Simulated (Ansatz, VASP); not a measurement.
Pd in VASP and in Ansatz

File INCAR:

```
SYSTEM = Pd
PREC = Accurate
ENCUT = 630
EDIFF = 1E-7
ISMEAR = 0
SIGMA = 0.1
LREAL = .False.
LASPH = .True.
NELM = 120
ALGO = Normal
ISIF = 3
LWAVE = .False.
LCHARG = .False.
GGA = PS
IBRION = 2
NSW = 90
EDIFFG = -0.04
GGA_COMPAT = .False.
NELMIN = 4
```

KPOINTS

```
Automatic mesh
0
Gamma
  6 6 6
  0 0 0
```

File POSCAR:

```
Pd
1.0
    2.5058634109      0.0000000000      0.0000000000
    0.0000000000      2.5058634109      0.0000000000
    0.0000000000      0.0000000000      2.5058634109
Pd
1
Direct
    0.0000000000      0.0000000000      0.0000000000
```

Input for Ansatz:

```yaml
crystal:
  lattice:
    - [2.5058634109, 0.0, 0.0]
    - [0.0, 2.5058634109, 0.0]
    - [0.0, 0.0, 2.5058634109]
  atoms:
    - { symbol: Pd, position: [0.0, 0.0, 0.0] }
basis:
  ecutwfc: 420
kpoints:
  mp_grid: { grid: [6, 6, 6] }
hamiltonian:
  xc: pbesol
scf:
  occupations: { method: gaussian, width: 0.1 }
  lower_state_search: "off"
output:
  forces: true
  stress: true
  eigenvalues: true
relax:
  adjacent_minimum: "off"
  f_tol: 0.04
  max_steps: 70
  cell: { stress_tol: 0.4 }
```

Alike in both runs: task relaxation of cell and atoms; functional PBEsol; k mesh 6 × 6 × 6; occupations gaussian, width 0.1 eV; no spin polarisation.

```csv
,VASP,Ansatz
version,VASP 6.6.1,Ansatz 0.2.0
potentials or method,"VASP PAW PBE potentials, release 64 (Pd_sv_GW), cutoff 630 eV","scalar-relativistic, plane waves, PAW"
valence electrons in the cell,18,18
```

Ansatz gave:

```
gap on the k mesh at the Fermi level, each at its own relaxed structure (eV)  : none
relaxed volume (Å³/atom)                                                      : 16.97
relaxed length of the cell vector where the two differ most in proportion (Å) : 2.570
```

Task: Estimate VASP's values.

Result: gap on the k mesh at the Fermi level, each at its own relaxed structure (eV): none; relaxed volume (Å³/atom): 16.92; relaxed length of the cell vector where the two differ most in proportion (Å): 2.567.

VASP's potentials were made for PBE, not for PBEsol. A gap of «none» marks a metal or a gap that the smearing closes.

The k mesh is coarse, so the values compare programs but aren't converged.
